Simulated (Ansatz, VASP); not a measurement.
**One calculation of Pd, two programs**

```xyz
1
Lattice="-1.5039 1.5039 1.5039 1.5039 -1.5039 1.5039 1.5039 1.5039 -1.5039" Properties=species:S:1:pos:R:3 pbc="T T T"
Pd    0.0000    0.0000    0.0000
```

Alike in both runs: task single point; functional PBE; k mesh 23 × 23 × 23; occupations fermi-dirac, width 0.05 eV; collinear spin.

|  | VASP | Ansatz |
| --- | --- | --- |
| version | VASP 6.6.1 | Ansatz 0.2.0 |
| potentials or method | VASP PAW PBE potentials, release 64 (Pd), cutoff 520 eV | plane waves (420 eV) with PAW, scalar-relativistic |
| valence electrons in the cell | 10 | 18 |

```tsv
	VASP	Ansatz	Ansatz less VASP
net moment per atom (μB)	0.00	0.00	0.000
```

With one functional, cell and mesh, what is left measures potentials, basis and numerics. VASP's potentials hold 10 valence electrons a cell and Ansatz's 18, so a difference there can come from the potentials and not from the codes. Ansatz's warnings: seeded moment not kept.
